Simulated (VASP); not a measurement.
A run of VASP 6.6.1 is set up as follows.

File INCAR:

```
SYSTEM = C
PREC = Accurate
ENCUT = 520
EDIFF = 1E-6
ISMEAR = -1
SIGMA = 0.05
LREAL = .False.
LASPH = .True.
NELM = 100
ALGO = Normal
ISIF = 2
LWAVE = .False.
LCHARG = .False.
GGA = PE
NBANDS = 8
```

Contents of KPOINTS:

```
Automatic mesh
0
Gamma
  25 25 25
  0 0 0
```

The input POSCAR:

```
C
1.0
    1.5159905433      0.0000000000      0.0000000000
    0.0000000000      1.5159905433      0.0000000000
    0.0000000000      0.0000000000      1.5159905433
C
1
Direct
    0.0000000000      0.0000000000      0.0000000000
```

Potentials or basis: VASP PAW PBE potentials, release 64 (C).

Command:

```sh
$ cat potpaw_PBE.64/C/POTCAR > POTCAR
$ mpirun -np 1 vasp_std > vasp.out
```

Estimate the band gap on the k mesh.

zero (band 2 reaches 33.48 eV, above the bottom of band 3 at 17.94 eV).

Estimate the pressure.

381.6 GPa.
